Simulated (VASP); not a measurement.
A run of VASP 6.6.1 is set up as follows.

The input INCAR:

```
  PREC = Accurate
  ENCUT = 600
  EDIFF = 1E-7
  ISMEAR = 0
  SIGMA = 0.1
  LREAL = F
  LASPH = T
  NELM = 80
  ALGO = Normal
  ISIF = 3
  LWAVE = F
  LCHARG = F
  GGA = PE
  IBRION = 2
  NSW = 90
  EDIFFG = -0.04
```

The input KPOINTS:

```
Automatic mesh
0
Gamma
  4 4 4
```

POSCAR

```
Na6S
1.0
   -3.6547664700      3.6547664700      3.6547664700
    3.6547664700     -3.6547664700      3.6547664700
    3.6547664700      3.6547664700     -3.6547664700
Na S
6 1
Direct
    0.7106712500      0.7106712500      0.0000000000
    0.2893287500      0.2893287500      0.0000000000
    0.0000000000      0.2893287500      0.2893287500
    0.0000000000      0.7106712500      0.7106712500
    0.7106712500      0.0000000000      0.7106712500
    0.2893287500      0.0000000000      0.2893287500
    0.0000000000      0.0000000000      0.0000000000
```

Potentials or basis: VASP PAW PBE potentials, release 64 (Na_pv, S).

Launch:

```sh
$ cat potpaw_PBE.64/Na_pv/POTCAR potpaw_PBE.64/S/POTCAR > POTCAR
$ mpirun -np 1 vasp_std > vasp.out
```

Q: Predict the space group after relaxing (to 0.1 Å).

A: Im-3m (No. 229).

Q: Predict the relaxed volume.

A: 43.35 Å³/atom.

Q: What does it give for the band gap on the k mesh?

A: Zero (bands 24 and 25 overlap by 1.87 eV).

The path:
```
step  energy change (eV)  largest force (eV/Å)  pressure (GPa)  volume (Å³)
   1              0.0000                4.9191           18.00       195.27
   2             -5.8288                0.2954           -0.23       297.91
   3             -5.8531                0.0735            0.42       284.25
   4             -5.8557                0.1404            0.23       288.02
   5             -5.8638                0.1216            0.16       290.60
   6             -5.8785                0.0695            0.00       298.43
   7             -5.8694                0.0170           -0.28       314.51
   8             -5.8810                0.0387           -0.09       303.48
```

Caveat: the volume moved by over 15 % at a fixed basis, so the end points are rough.
